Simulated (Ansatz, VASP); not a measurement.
## Two plane-wave programs on W

File POSCAR:

```
W
1.0
    0.0000000000      2.0698140295      2.0698140295
    2.0698140295      0.0000000000      2.0698140295
    2.0698140295      2.0698140295      0.0000000000
W
1
Direct
    0.0000000000      0.0000000000      0.0000000000
```

Contents of INCAR.step1:

```
  PREC = Accurate
  ENCUT = 520
  ISMEAR = -1
  SIGMA = 0.1
  LREAL = False
  LASPH = True
  NELM = 100
  NBANDS = 13
  GGA = PE
  ALGO = Normal
  EDIFF = 1E-4
  LWAVE = True
  LCHARG = False
```

File INCAR.step2:

```
  PREC = Accurate
  ENCUT = 520
  EDIFF = 1E-7
  ISMEAR = -1
  SIGMA = 0.1
  LREAL = False
  LASPH = True
  NELM = 100
  ALGO = Normal
  ISIF = 2
  LWAVE = False
  LCHARG = True
  METAGGA = R2SCAN
  LMIXTAU = True
  LELF = True
  LVHAR = True
  NBANDS = 13
  ISTART = 1
```

The input KPOINTS:

```
regular mesh
0
Gamma
  12 12 12
```

Input for Ansatz:

```yaml
crystal:
  lattice:
    - [0.0, 2.069814029517099, 2.069814029517099]
    - [2.069814029517099, 0.0, 2.069814029517099]
    - [2.069814029517099, 2.069814029517099, 0.0]
  atoms:
    - { symbol: W, position: [0.0, 0.0, 0.0] }
basis:
  ecutwfc: 600.0
kpoints:
  mp_grid:
    grid: [12, 12, 12]
hamiltonian:
  xc: r2scan
scf:
  occupations:
    method: fermi_dirac
    width: 0.1
output:
  stress: true
```

Alike in both runs: task single point; functional r2SCAN; k mesh 12 × 12 × 12; occupations fermi-dirac, width 0.1 eV; no spin polarisation.

|  | VASP | Ansatz |
| --- | --- | --- |
| version | VASP 6.6.1 | Ansatz 0.2.0 |
| potentials or method | VASP PAW PBE potentials, release 64 (W_sv), cutoff 520 eV | plane waves, PAW |
| valence electrons in the cell | 14 | 14 |

```csv
,VASP,Ansatz,Ansatz less VASP
pressure (GPa),-21.8,-22.5,-0.71
```

VASP's potentials were made for PBE, not for r2SCAN.

Spin-orbit coupling is off throughout.
